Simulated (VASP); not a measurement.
# WS2 (R3m) in VASP: further runs

WS2 is run at these levels: PBEsol; tasks: single point.

All numbers are computed with VASP 6.6.1; they aren't measurements. Logs are shortened: lines on timing, memory, paths and dates and some standing lists are left out, and cuts for length are marked.

## 1. The cell of the first run

Symmetry: R3m, No. 160, trigonal system. Conventional cell: a = 3.158 Å, b = 3.158 Å, c = 18.490 Å, α = 90.00°, β = 90.00°, γ = 120.00°. W (site symmetry 3m) has 6 S at 2.39 to 2.42 Å and 6 W at 3.16 Å within 3.2 Å. Within 3.2 Å of S (site symmetry 3m) lie 3 W at 2.39 Å and 7 S at 3.13 to 3.16 Å. Within 3.2 Å of S (site symmetry 3m) lie 3 W at 2.42 Å and 7 S at 3.13 to 3.16 Å.

## 2. Single point, PBEsol

File INCAR:

```
SYSTEM = WS2
PREC = Accurate ; ENCUT = 500
EDIFF = 1E-6 ; ISMEAR = 0
SIGMA = 0.3 ; LREAL = .False.
LASPH = .True. ; NELM = 120
ALGO = Normal ; ISIF = 2
LWAVE = .False. ; LCHARG = .False.
GGA = PS ; NBANDS = 20
GGA_COMPAT = .False.
```

File KPOINTS:

```
Automatic mesh
0
Gamma
  11 11 11
  0 0 0
```

File POSCAR:

```
WS2
1.0
    1.5790000000      0.9116360000      6.1633330000
   -1.5790000000      0.9116360000      6.1633330000
    0.0000000000     -1.8232720000      6.1633330000
W S
1 2
Direct
    0.0000000000      0.0000000000      0.0000000000
    0.2497000000      0.2497000000      0.2497000000
    0.4190000000      0.4190000000      0.4190000000
```

Potentials or basis: VASP PAW PBE potentials, release 64 (W_sv, S).

Run with:

```
cat potpaw_PBE.64/W_sv/POTCAR potpaw_PBE.64/S/POTCAR > POTCAR
mpirun -np 1 vasp_std > vasp.out
```

OUTCAR:

```text
SYSTEM = WS2
   PREC = Accurate
   ENCUT = 500
   EDIFF = 1E-6
   ISMEAR = 0
   LREAL = .False.
   LASPH = .True.
   NELM = 120
   ISIF = 2
   GGA = PS

 ion  position               nearest neighbor table
   1  0.000  0.000  0.000-   2 2.39   2 2.39   2 2.39   3 2.42   3 2.42   3 2.42
   2  0.250  0.250  0.250-   1 2.39   1 2.39   1 2.39
   3  0.419  0.419  0.419-   1 2.42   1 2.42   1 2.42

  LATTYP: Found a trigonal (rhomboedric) cell.
 ALAT       =     6.4273629791
 COS(alpha) =     0.8792940713

  Lattice vectors:

 A1 = (   1.5790000000,   0.9116360000,   6.1633330000)
 A2 = (  -1.5790000000,   0.9116360000,   6.1633330000)
 A3 = (   0.0000000000,  -1.8232720000,   6.1633330000)

Analysis of symmetry for initial positions (statically):
=====================================================================
 Subroutine PRICEL returns:
 Original cell was already a primitive cell.

 Routine SETGRP: Setting up the symmetry group for a
 trigonal (rhombohedral) supercell.

 Subroutine GETGRP returns: Found  6 space group operations
 (whereof  6 operations were pure point group operations)
 out of a pool of 12 trial point group operations.

The static configuration has the point symmetry C_3v.

Analysis of symmetry for dynamics (positions and initial velocities):
=====================================================================
 Subroutine PRICEL returns:
 Original cell was already a primitive cell.

 Routine SETGRP: Setting up the symmetry group for a
 trigonal (rhombohedral) supercell.

 Subroutine GETGRP returns: Found  6 space group operations
 (whereof  6 operations were pure point group operations)
 out of a pool of 12 trial point group operations.

The dynamic configuration has the point symmetry C_3v.

 Subroutine INISYM returns: Found  6 space group operations
 (whereof  6 operations are pure point group operations),
 and found     1 'primitive' translations

----------------------------------------------------------------------------------------

                                     Primitive cell

  volume of cell :      53.2317

  direct lattice vectors                    reciprocal lattice vectors
     1.579000000  0.911636000  6.163333000     0.316656111  0.182821506  0.054083291
    -1.579000000  0.911636000  6.163333000    -0.316656111  0.182821506  0.054083291
     0.000000000 -1.823272000  6.163333000     0.000000000 -0.365643012  0.054083291

  length of vectors
     6.427362979  6.427362979  6.427362947     0.369621155  0.369621155  0.369621178

  position of ions in fractional coordinates (direct lattice)
     0.000000000  0.000000000  0.000000000
     0.249700000  0.249700000  0.249700000
     0.419000000  0.419000000  0.419000000

  ion indices of the primitive-cell ions
   primitive index   ion index
                 1           1
                 2           2
                 3           3

----------------------------------------------------------------------------------------

 KPOINTS: Automatic mesh

Automatic generation of k-mesh.
 Grid dimensions read from file:
 generate k-points for:   11   11   11

 Generating k-lattice:

  Cartesian coordinates                     Fractional coordinates (reciprocal lattice)
     0.028786919  0.016620137  0.004916663     0.090909091  0.000000000 -0.000000000
    -0.028786919  0.016620137  0.004916663     0.000000000  0.090909091 -0.000000000
     0.000000000 -0.033240274  0.004916663    -0.000000000 -0.000000000  0.090909091

  Length of vectors
     0.033601923  0.033601923  0.033601925

  Shift w.r.t. Gamma in fractional coordinates (k-lattice)
     0.000000000  0.000000000  0.000000000

 Subroutine IBZKPT returns following result:
 ===========================================

 Found    146 irreducible k-points:

 Following reciprocal coordinates:
            Coordinates               Weight
  0.000000  0.000000  0.000000      1.000000
  0.090909  0.000000  0.000000      6.000000
  0.181818  0.000000  0.000000      6.000000
  0.272727  0.000000  0.000000      6.000000
  0.363636  0.000000  0.000000      6.000000
  0.454545  0.000000  0.000000      6.000000
[... 16 lines left out ...]
 -0.272727  0.181818 -0.000000     12.000000
 -0.181818  0.181818  0.000000      6.000000
 [... further k-points ...]
   k-points           NKPTS =    146   k-points in BZ     NKDIM =    146   number of bands    NBANDS=     20
   number of dos      NEDOS =    301   number of ions     NIONS =      3
   total plane-waves  NPLWV = 110592
   dimension x,y,z NGX =    48 NGY =   48 NGZ =   48
   dimension x,y,z NGXF=    96 NGYF=   96 NGZF=   96
   ions per type =               1   2
   NGX,Y,Z   is equivalent  to a cutoff of  12.42, 12.42, 12.42 a.u.
   NGXF,Y,Z  is equivalent  to a cutoff of  24.83, 24.83, 24.83 a.u.
 SYSTEM =  WS2
   PREC   = accura    normal or accurate (medium, high low for compatibility)
   ISTART =      0    job   : 0-new  1-cont  2-samecut
   ICHARG =      2    charge: 1-file 2-atom 10-const
   ISPIN  =      1    spin polarized calculation?
   LNONCOLLINEAR =      F non collinear calculations
   LSORBIT =      F    spin-orbit coupling
   LASPH  =      T    aspherical Exc in radial PAW
   ENCUT  =  500.0 eV  36.75 Ry    6.06 a.u.  11.72 11.72 11.72*2*pi/ulx,y,z
   NELM   =    120;   NELMIN=  2; NELMDL= -5     # of ELM steps
   EDIFF  = 0.1E-05   stopping-criterion for ELM
   LREAL  =      F    real-space projection
   EDIFFG = 0.1E-04   stopping-criterion for IOM
   NSW    =      0    number of steps for IOM
   IBRION =     -1    ionic relax: 0-MD 1-quasi-New 2-CG
   NFREE  =      0    steps in history (QN), initial steepest desc. (CG)
   ISIF   =      2    stress and relaxation
   ISYM   =      2    0-nonsym 1-usesym 2-fastsym
   POTIM  = 0.5000    time-step for ionic-motion
   TEBEG  =    0.0;   TEEND  =   0.0 temperature during run
   PSTRESS=    0.0 pullay stress
   NELECT =      26.0000    total number of electrons
   NUPDOWN=      -1.0000    fix difference up-down
   EMIN   =  10.00;   EMAX   =-10.00  energy-range for DOS
   EFERMI =   0.00;   METHOD = LEGACY
   ISMEAR =     0;   SIGMA  =   0.30  broadening in eV -4-tet -1-fermi 0-gaus
   EFERMI_NEDOS =   21; number of points for ismear=-14 and -15
   IALGO  =     38    algorithm
   IMIX   =      4    mixing-type and parameters
     AMIX     =   0.40;   BMIX     =  1.00
     AMIX_MAG =   1.60;   BMIX_MAG =  1.00
  volume/ion in A,a.u.               =      17.74       119.74
  Fermi-wavevector in a.u.,A,eV,Ry     =   1.289266  2.436359 22.615689  1.662206
  Thomas-Fermi vector in A             =   2.421169
   LORBIT       =      0    0 simple, 1 ext, 2 COOP (PROOUT), +10 PAW based schemes
   GGA     = PS    functional components
   LHFCALC =     F    Hartree Fock is set to
   AEXX    =    0.0000 exact exchange contribution
   IVDW    =     0    specifies the selected vdW correction
   LEPSILON=     F    determine dielectric tensor
   LRPA    =     F    only Hartree local field effects (RPA)
 non-spin polarized calculation
 Gauss-broadening in eV      SIGMA  =   0.30
  energy-cutoff  :      500.00
  volume of cell :       53.23
 maximum number of plane-waves:      1364
   NGX = 23   NGY = 23   NGZ = 23

 number of electron      26.0000001 magnetization

 Free energy of the ion-electron system (eV)
  ---------------------------------------------------
  ext. energy  EPLUGINS =         0.00000000
  ---------------------------------------------------
  free energy    TOTEN  =       -25.26305795 eV

  energy without entropy =      -25.26294553  energy(sigma->0) =      -25.26300174

 E-fermi :   7.8323     XC(G=0): -11.1157

 val. band max:        7.3910901617   @ k =   0.4545   0.4545   0.4545
 cond. band min:       8.3820378239   @ k =  -0.1818   0.1818   0.0000
 fundamental gap:      0.9909476622
 Fermi energy:         7.8323425685

 k-point     1 :       0.0000    0.0000    0.0000
  band No.  band energies     occupation
      1     -67.1908      2.00000
      2     -31.4606      2.00000
      3     -31.2780      2.00000
      4     -31.2780      2.00000
      5      -8.2559      2.00000
      6      -6.2417      2.00000
[... 12 lines left out ...]
     19      15.1546      0.00000
     20      15.8022      0.00000

 k-point     2 :       0.0909    0.0000    0.0000
  band No.  band energies     occupation
      1     -67.1893      2.00000
      2     -31.4552      2.00000
      3     -31.3078      2.00000
      4     -31.2849      2.00000
      5      -8.1126      2.00000
      6      -6.2006      2.00000
[... 12 lines left out ...]
     19      15.6803      0.00000
     20      15.9099      0.00000

 k-point     3 :       0.1818    0.0000    0.0000
  band No.  band energies     occupation
      1     -67.1853      2.00000
      2     -31.4408      2.00000
      3     -31.3868      2.00000
      4     -31.3033      2.00000
      5      -7.7072      2.00000
      6      -6.0840      2.00000
[... 12 lines left out ...]
     19      15.7807      0.00000
     20      16.4053      0.00000

 k-point     4 :       0.2727    0.0000    0.0000
  band No.  band energies     occupation
      1     -67.1800      2.00000
      2     -31.4887      2.00000
      3     -31.4218      2.00000
      4     -31.3274      2.00000
      5      -7.1151      2.00000
      6      -5.9155      2.00000
[... 12 lines left out ...]
     19      15.3541      0.00000
     20      15.8199      0.00000

 k-point     5 :       0.3636    0.0000    0.0000
  band No.  band energies     occupation
      1     -67.1752      2.00000
      2     -31.5808      2.00000
      3     -31.4044      2.00000
      4     -31.3493      2.00000
      5      -6.4778      2.00000
      6      -5.7411      2.00000
[... 12 lines left out ...]
     19      14.3741      0.00000
     20      14.9619      0.00000
[... 353 lines left out ...]
      6      -5.5568      2.00000
[... 12 lines left out ...]
     19      15.6148      0.00000
     20      15.8013      0.00000

 k-point    22 :      -0.3636    0.1818    0.0000
  band No.  band energies     occupation
      1     -67.1710      2.00000
      2     -31.6029      2.00000
      3     -31.4273      2.00000
      4     -31.3892      2.00000
      5      -5.8407      2.00000
      6      -5.5406      2.00000
[... 12 lines left out ...]
     19      15.3944      0.00000
     20      16.0050      0.00000

 k-point    23 :      -0.2727    0.1818   -0.0000
  band No.  band energies     occupation
      1     -67.1734      2.00000
      2     -31.5709      2.00000
      3     -31.4024      2.00000
      4     -31.3980      2.00000
      5      -6.2417      2.00000
      6      -5.6384      2.00000
[... 12 lines left out ...]
     19      15.1135      0.00000
     20      15.9130      0.00000

 k-point    24 :      -0.1818    0.1818    0.0000
  band No.  band energies     occupation
      1     -67.1775      2.00000
      2     -31.5141      2.00000
      3     -31.4127      2.00000
      4     -31.3629      2.00000
      5      -6.8133      2.00000
      6      -5.7996      2.00000
[... 12 lines left out ...]
     19      15.4309      0.00000
     20      15.9325      0.00000

 [... further k-points ...]
[... 5 lines left out ...]
  --------------------------------------------------------------------------------------
  -------------------------------------------------------------------------------------
  Total       -0.2922648     -0.2922648      0.0658404      0.0000000      0.0000000     -0.0000000
  in kB       -8.7966361     -8.7966347      1.9816741      0.0000000      0.0000000     -0.0000000
  external PRESSURE =      -5.2038656 kB  Pullay stress =       0.0000000 kB

 VOLUME and BASIS-vectors are now :
 -----------------------------------------------------------------------------
  energy-cutoff  :      500.00
  volume of cell :       53.23
      direct lattice vectors                 reciprocal lattice vectors
     1.579000000  0.911636000  6.163333000     0.316656111  0.182821506  0.054083291
    -1.579000000  0.911636000  6.163333000    -0.316656111  0.182821506  0.054083291
     0.000000000 -1.823272000  6.163333000     0.000000000 -0.365643012  0.054083291

 POSITION                                       TOTAL-FORCE (eV/Angst)
 -----------------------------------------------------------------------------------
      0.00000      0.00000      0.00000         0.000000      0.000000      0.601377
      0.00000      0.00000      4.61695         0.000000     -0.000000     -0.251909
      0.00000      0.00000      7.74731         0.000000     -0.000000     -0.349468
 -----------------------------------------------------------------------------------
    total drift:                               -0.000000     -0.000002      0.000028

  FREE ENERGIE OF THE ION-ELECTRON SYSTEM (eV)
  ---------------------------------------------------
  free  energy   TOTEN  =       -25.2630579459 eV

  energy  without entropy=      -25.2629455338  energy(sigma->0) =      -25.26300174
```

Run time: 13 min. Hardware: 1 thread of Intel Xeon 8259CL, shared host; peak memory 0.4 GiB.

What came out:

```
Free energy            : -25.2631 eV
Pressure               : -0.5 GPa
Largest force          : 0.601 eV/Å
Band gap on the k mesh : 0.99 eV (least direct gap 2.13 eV)
```

Forces on the atoms (eV/Å):
```
W    0.000  0.000  0.601
S    0.000  0.000 -0.252
S    0.000  0.000 -0.349
```

Stress tensor (GPa, compression positive):
```
-0.88  0.00  0.00
 0.00 -0.88  0.00
 0.00  0.00  0.20
```

Levels at points of the mesh, in eV from the valence-band top:
| k point | band 9 | band 10 | band 11 | band 12 | band 13 | band 14 | band 15 | band 16 | band 17 | band 18 |
| --- | --- | --- | --- | --- | --- | --- | --- | --- | --- | --- |
| (0.00, 0.00, 0.00) | -3.53 | -2.27 | -2.27 | -1.56 | -1.22 | 2.20 | 2.20 | 2.56 | 2.56 | 4.66 |

Caveat: the PAW data sets were made with another functional, which shifts forces and pressure a little; spin-orbit coupling is left out, which moves the levels of the heavy elements; an odd mesh through Γ misses points on the zone boundary, where band edges can lie.

## 3. Single point, PBEsol

File INCAR:

```
PREC = Accurate
ENCUT = 500
EDIFF = 1E-6
ISMEAR = 0
SIGMA = 0.2
LREAL = F
LASPH = T
NELM = 120
ALGO = Normal
ISIF = 2
LWAVE = F
LCHARG = T
GGA = PS
LELF = T
LVHAR = T
NBANDS = 20
GGA_COMPAT = F
```

File KPOINTS:

```
Automatic mesh
0
Gamma
  11 11 11
```

POSCAR is that of step 2.

Potentials or basis: VASP PAW PBE potentials, release 64 (W_sv, S).

Run with:

```
cat potpaw_PBE.64/W_sv/POTCAR potpaw_PBE.64/S/POTCAR > POTCAR
mpirun -np 1 vasp_std > vasp.out
```

It took 11 min on 1 thread of Intel Xeon 8259CL, shared host; peak memory 0.4 GiB.

Results (log left out):

* Free energy: -25.2630 eV
* Pressure: -0.5 GPa
* Largest force: 0.601 eV/Å
* Band gap on the k mesh: 0.99 eV (least direct gap 2.13 eV)

Forces in eV/Å, atoms in the order of the input:
```
W    0.000  0.000  0.601
S    0.000  0.000 -0.252
S    0.000  0.000 -0.350
```

Stress tensor (GPa, compression positive):
```
-0.88  0.00  0.00
 0.00 -0.88  0.00
 0.00  0.00  0.20
```

Levels at points of the mesh, in eV from the valence-band top:
```tsv
k point	band 10	band 11	band 12	band 13	band 14	band 15	band 16	band 17
(0.00, 0.00, 0.00)	-2.27	-2.27	-1.56	-1.22	2.20	2.20	2.56	2.56
```

Caveat: the PAW data sets were made with another functional, which shifts forces and pressure a little; spin-orbit coupling is left out, which moves the levels of the heavy elements; an odd mesh through Γ misses points on the zone boundary, where band edges can lie.

[end of part 1 of 2]
